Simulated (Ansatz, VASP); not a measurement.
**Si3C2 in VASP and in Ansatz**

```
Si C
1.0
     2.91835    0.00000    0.00000
    -1.45918    2.52737    0.00000
     0.00000    0.00000   14.25581
Si C
6 4
Direct
  0.33333 0.66667 0.41544
  0.33333 0.66667 0.58456
  0.66667 0.33333 0.91311
  0.66667 0.33333 0.08689
  0.66667 0.33333 0.26224
  0.66667 0.33333 0.73776
  0.33333 0.66667 0.80182
  0.33333 0.66667 0.00000
  0.33333 0.66667 0.19818
  0.66667 0.33333 0.50000
```

Alike in both runs: task relaxation of cell and atoms; functional PBE; k mesh 6 × 6 × 2; occupations gaussian, width 0.1 eV; no spin polarisation.

```csv
,VASP,Ansatz
version,VASP 6.6.1,Ansatz 0.2.0
potentials or method,"VASP PAW PBE potentials, release 64 (Si, C), cutoff 600 eV","scalar-relativistic, plane waves, PAW"
valence electrons in the cell,40,40
```

|  | VASP | Ansatz | Ansatz less VASP |
| --- | --- | --- | --- |
| gap on the k mesh at the Fermi level, each at its own relaxed structure (eV) | none | none | - |
| relaxed volume (Å³/atom) | 10.59 | 10.59 | -0.008 |
| relaxed cell length with the largest relative difference (Å) | 2.910 | 2.909 | -0.0015 |

A gap of «none» marks a metal or a gap that the smearing closes.

The k mesh is coarse, so the values compare programs but aren't converged.
